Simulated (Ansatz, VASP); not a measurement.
One calculation of BiTe, two programs

File INCAR:

```
SYSTEM = BiTe
PREC = Accurate ; ENCUT = 520
EDIFF = 1E-6 ; ISMEAR = 0
SIGMA = 0.1 ; LREAL = .False.
LASPH = .True. ; NELM = 60
ALGO = Normal ; ISIF = 2
LWAVE = .False. ; LCHARG = .False.
GGA = PE ; NBANDS = 18
```

Contents of KPOINTS:

```
Automatic mesh
0
Gamma
  6 6 6
  0 0 0
```

Contents of POSCAR:

```
BiTe
1.0
    0.0000000000      3.2349999000      3.2349999000
    3.2349999000      0.0000000000      3.2349999000
    3.2349999000      3.2349999000      0.0000000000
Bi Te
1 1
Direct
    0.0000000000      0.0000000000      0.0000000000
    0.5000000000      0.5000000000      0.5000000000
```

Input for Ansatz:

```yaml
crystal:
  lattice:
    - [0.0, 3.2349999, 3.2349999]
    - [3.2349999, 0.0, 3.2349999]
    - [3.2349999, 3.2349999, 0.0]
  atoms:
    - { symbol: Bi, position: [0.0, 0.0, 0.0] }
    - { symbol: Te, position: [0.5, 0.5, 0.5] }
basis:
  ecutwfc: 420
kpoints:
  mp_grid: { grid: [6, 6, 6] }
hamiltonian:
  xc: pbe
scf:
  occupations: { method: gaussian, width: 0.1 }
  lower_state_search: "off"
output:
  forces: true
  stress: true
  eigenvalues: true
```

Alike in both runs: task single point; functional PBE; k mesh 6 × 6 × 6; occupations gaussian, width 0.1 eV; no spin polarisation.

|  | VASP | Ansatz |
| --- | --- | --- |
| version | VASP 6.6.1 | Ansatz 0.2.0 |
| potentials or method | VASP PAW PBE potentials, release 64 (Bi_d, Te), cutoff 520 eV | scalar-relativistic, plane waves, PAW |
| valence electrons in the cell | 21 | 31 |

```csv
,VASP,Ansatz,Ansatz less VASP
gap on the k mesh at the Fermi level (eV),none,none,-
pressure (GPa),0.9,0.9,+0.06
```

A gap of «none» marks a metal or a gap that the smearing closes. VASP's potentials hold 21 valence electrons a cell and Ansatz's 31, so a difference there can come from the potentials and not from the codes.

Neither program's run includes spin-orbit coupling.
